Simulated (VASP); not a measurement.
A run of VASP 6.6.1:

File POSCAR:

```
Ti
1.0
    3.2680486948      0.0000000000      0.0000000000
    0.0000000000      3.2680486948      0.0000000000
    0.0000000000      0.0000000000      3.1867539512
Ti
2
Direct
    0.0000000000      0.0000000000      0.0000000000
    0.5000000000      0.5000000000      0.5000000000
```

INCAR.step1

```
ALGO     = Normal         # electronic algorithm
EDIFF    = 1E-4           # SCF threshold, eV
ENCUT    = 520            # plane-wave cutoff, eV
GGA      = PE             # functional
ISMEAR   = 0              # smearing method
LASPH    = True           # aspherical terms in the spheres
LCHARG   = False          # write CHGCAR
LREAL    = False          # projectors in reciprocal space
LWAVE    = True           # write WAVECAR
NBANDS   = 19             # bands
NELM     = 80             # most SCF steps
PREC     = Accurate       # precision mode
SIGMA    = 0.1            # smearing width, eV
```

File INCAR.step2:

```
ALGO     = Normal         # electronic algorithm
EDIFF    = 1E-6           # SCF threshold, eV
ENCUT    = 520            # plane-wave cutoff, eV
ISIF     = 2              # what is computed and relaxed
ISMEAR   = 0              # smearing method
ISTART   = 1            
LASPH    = True           # aspherical terms in the spheres
LCHARG   = False          # write CHGCAR
LMIXTAU  = True         
LREAL    = False          # projectors in reciprocal space
LWAVE    = False          # write WAVECAR
METAGGA  = R2SCAN         # meta-GGA
NBANDS   = 19             # bands
NELM     = 80             # most SCF steps
PREC     = Accurate       # precision mode
SIGMA    = 0.1            # smearing width, eV
```

KPOINTS

```
k-points
0
Gamma
  16 16 16
```

Potentials or basis: VASP PAW PBE potentials, release 64 (Ti_sv).

Run with:

```sh
$ cat potpaw_PBE.64/Ti_sv/POTCAR > POTCAR
$ cp INCAR.step1 INCAR
$ mpirun -np 1 vasp_std > vasp.out
$ cp INCAR.step2 INCAR
$ mpirun -np 1 vasp_std > vasp.out
```

Hardware: 1 thread of Intel(R) Xeon(R) Platinum 8488C (Sapphire Rapids), with other jobs on the host.

Problem. Estimate the wall time of this run.

Solution. Wall time 5.4 min on 1 thread of Intel(R) Xeon(R) Platinum 8488C (Sapphire Rapids), on a shared host, peak memory 0.3 GiB. Counts: k points 405.
